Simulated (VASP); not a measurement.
**CaO (Lime): single point with r2SCAN**

CaO (Lime):

```
CELL_PARAMETERS angstrom
0.00000 2.41457 2.41457
2.41457 0.00000 2.41457
2.41457 2.41457 0.00000
ATOMIC_POSITIONS crystal
Ca 0.00000 0.00000 0.00000
O 0.50000 0.50000 0.50000
```

This cell differs from its parent crystal: strain +0.7%.

| Item | Value |
| --- | --- |
| Program | VASP 6.6.1 |
| Task | single point |
| Functional | r2SCAN |
| Potentials or basis | VASP PAW PBE potentials, release 64 (Ca_sv, O) |
| Cutoff | 520 eV |
| k mesh | 10 × 10 × 10 |
| Occupations | gaussian, width 0.01 eV |
| Spin | no spin polarisation |
| Dipole correction | no |
| Further INCAR settings | ALGO = Normal; EDIFF = 1e-07; NBANDS = 15 |

| Item | Value |
| --- | --- |
| Pressure | -1.4 GPa |
| Band gap on the k mesh | 4.19 eV, indirect (least direct gap 4.57 eV) |

Levels at points of the mesh, in eV from the valence-band top:
| k point | band 4 | band 5 | band 6 | band 7 | band 8 | band 9 | band 10 | band 11 | band 12 | band 13 |
| --- | --- | --- | --- | --- | --- | --- | --- | --- | --- | --- |
| (0.00, 0.00, 0.00) | -19.02 | -16.45 | 0.00 | 0.00 | 0.00 | 5.31 | 6.82 | 6.82 | 6.82 | 8.39 |
| (0.50, 0.00, 0.00) | -19.07 | -15.23 | -2.57 | -1.17 | -1.17 | 7.63 | 8.97 | 8.97 | 9.10 | 11.07 |
| (0.50, 0.50, 0.00) | -19.23 | -16.23 | -1.30 | -0.38 | -0.38 | 4.19 | 8.66 | 9.55 | 10.14 | 10.14 |

Run time: 3.4 min on 1 thread of Intel Xeon 8259CL (shared host), peak memory 0.18 GiB.

Caveat: the cell differs from its parent crystal (strain +0.7%); the PAW data sets were made with another functional, which shifts forces and pressure a little. A k mesh can miss the band edges.
